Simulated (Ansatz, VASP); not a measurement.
## Two plane-wave programs on Ca2Si

The input INCAR:

```
SYSTEM = Ca2Si
ALGO     = Normal         ! electronic algorithm
EDIFF    = 1E-6           ! SCF threshold, eV
ENCUT    = 520            ! plane-wave cutoff, eV
GGA      = CA             ! functional
ISIF     = 2              ! what is computed and relaxed
ISMEAR   = 0              ! smearing method
LASPH    = .TRUE.         ! aspherical terms in the spheres
LCHARG   = .FALSE.        ! write CHGCAR
LREAL    = .FALSE.        ! projectors in reciprocal space
LWAVE    = .FALSE.        ! write WAVECAR
NBANDS   = 19             ! bands
NELM     = 80             ! most SCF steps
PREC     = Accurate       ! precision mode
SIGMA    = 0.05           ! smearing width, eV
```

KPOINTS

```
k-points
0
G
  8 8 8
  0 0 0
```

POSCAR

```
Ca2Si
1.0
    0.0000000000      3.5425210274      3.4201357065
    3.5425210274      0.0000000000      3.4201357065
    3.5425210274      3.5425210274      0.0000000000
Ca Si
2 1
Direct
    0.7344790822      0.7344790822      0.7655209178
    0.2655209178      0.2655209178      0.2344790822
    0.0000000000      0.0000000000      0.0000000000
```

Input for Ansatz:

```yaml
crystal:
  lattice:
    - [0.0, 3.5425210274, 3.4201357065]
    - [3.5425210274, 0.0, 3.4201357065]
    - [3.5425210274, 3.5425210274, 0.0]
  atoms:
    - { symbol: Ca, position: [0.7344790822, 0.7344790822, 0.7655209178] }
    - { symbol: Ca, position: [0.2655209178, 0.2655209178, 0.2344790822] }
    - { symbol: Si, position: [0.0, 0.0, 0.0] }
basis:
  ecutwfc: 420
kpoints:
  mp_grid: { grid: [8, 8, 8] }
hamiltonian:
  xc: lda
  pseudopotentials: { kind: paw }
scf:
  occupations: { method: gaussian, width: 0.05 }
output:
  forces: true
  stress: true
  eigenvalues: true
  write_density: true
  write_potential: true
  elf: true
  volumetric_format: npy
```

Change from the starting cell: mode 6 frozen in at -0.109 Å, strain +e along z and -e/2 along x and y -0.0233.

Alike in both runs: task single point; functional LDA; k mesh 8 × 8 × 8; occupations gaussian, width 0.05 eV; no spin polarisation.

```csv
,VASP,Ansatz
version,VASP 6.6.1,Ansatz 0.2.0
potentials or method,"VASP PAW LDA potentials, release 64 (Ca_sv, Si), cutoff 520 eV","scalar-relativistic, plane waves, PAW"
valence electrons in the cell,24,24
```

|  | VASP | Ansatz | Ansatz less VASP |
| --- | --- | --- | --- |
| gap on the k mesh at the Fermi level (eV) | 0.29 | 0.29 | +0.006 |
| least direct gap on the mesh (eV) | 0.29 | 0.29 | +0.006 |
| pressure (GPa) | 0.3 | 0.2 | -0.11 |
| traceless stress, the component that is largest in VASP (GPa) | 1.90 | 1.90 | +0.004 |
| rms of the force components (eV/Å) | 0.326 | 0.324 | -0.0018 |

LDA's correlation is that of Perdew and Zunger in VASP and of Perdew and Wang (1992) in Ansatz. Atom by atom the forces differ by 0.002 eV/Å (rms over components).
